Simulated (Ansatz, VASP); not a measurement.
## Na in VASP and in Ansatz

The input INCAR:

```
SYSTEM = Na
PREC     = Accurate       ! precision mode
ENCUT    = 500            ! plane-wave cutoff, eV
EDIFF    = 1E-6           ! SCF threshold, eV
ISMEAR   = -1             ! smearing method
SIGMA    = 0.05           ! smearing width, eV
LREAL    = .False.        ! projectors in reciprocal space
LASPH    = .True.         ! aspherical terms in the spheres
NELM     = 120            ! most SCF steps
ALGO     = Normal         ! electronic algorithm
ISIF     = 2              ! what is computed and relaxed
LWAVE    = .False.        ! write WAVECAR
LCHARG   = .False.        ! write CHGCAR
GGA      = PS             ! functional
NBANDS   = 10             ! bands
GGA_COMPAT= .False.
```

The input KPOINTS:

```
regular mesh
0
Gamma
  7 7 7
  0 0 0
```

File POSCAR:

```
Na
1.0
   -2.0981800000      2.0981800000      2.1410000000
    2.0981800000     -2.0981800000      2.1410000000
    2.1838200000      2.1838200000     -2.1410000000
Na
1
Direct
    0.0000000000      0.0000000000      0.0000000000
```

The input input.yaml:

```yaml
crystal:
  lattice:
    - [-2.09818, 2.09818, 2.141]
    - [2.09818, -2.09818, 2.141]
    - [2.18382, 2.18382, -2.141]
  atoms:
    - { symbol: Na, position: [0.0, 0.0, 0.0] }
hamiltonian:
  xc: pbesol
  pseudopotentials: { kind: paw }
kpoints:
  mp_grid: { grid: [7, 7, 7] }
scf:
  occupations: { method: fermi_dirac, width: 0.05 }
output:
  forces: true
  stress: true
  eigenvalues: true
  write_density: true
  write_potential: true
  elf: true
  volumetric_format: npy
```

Alike in both runs: task single point; functional PBEsol; k mesh 7 × 7 × 7; occupations fermi-dirac, width 0.05 eV; no spin polarisation.

|  | VASP | Ansatz |
| --- | --- | --- |
| version | VASP 6.6.1 | Ansatz 0.2.0 |
| potentials or method | VASP PAW PBE potentials, release 64 (Na_pv) | Ansatz PAW |
| plane-wave cutoff (eV) | 500 | 420 |
| valence electrons in the cell | 7 | 9 |

Ansatz gave:

```
gap on the k mesh at the Fermi level (eV)                     : none
pressure (GPa)                                                : -0.5
traceless stress, the component that is largest in VASP (GPa) : -0.26
```

What did VASP give for the same quantities?

gap on the k mesh at the Fermi level (eV): none; pressure (GPa): -0.6; traceless stress, the component that is largest in VASP (GPa): -0.26.

VASP's potentials were made for PBE, not for PBEsol. A gap of «none» marks a metal or a gap that the smearing closes. With one functional, cell and mesh, what is left measures potentials, basis and numerics. VASP's potentials hold 7 valence electrons a cell and Ansatz's 9, so a difference there can come from the potentials and not from the codes.
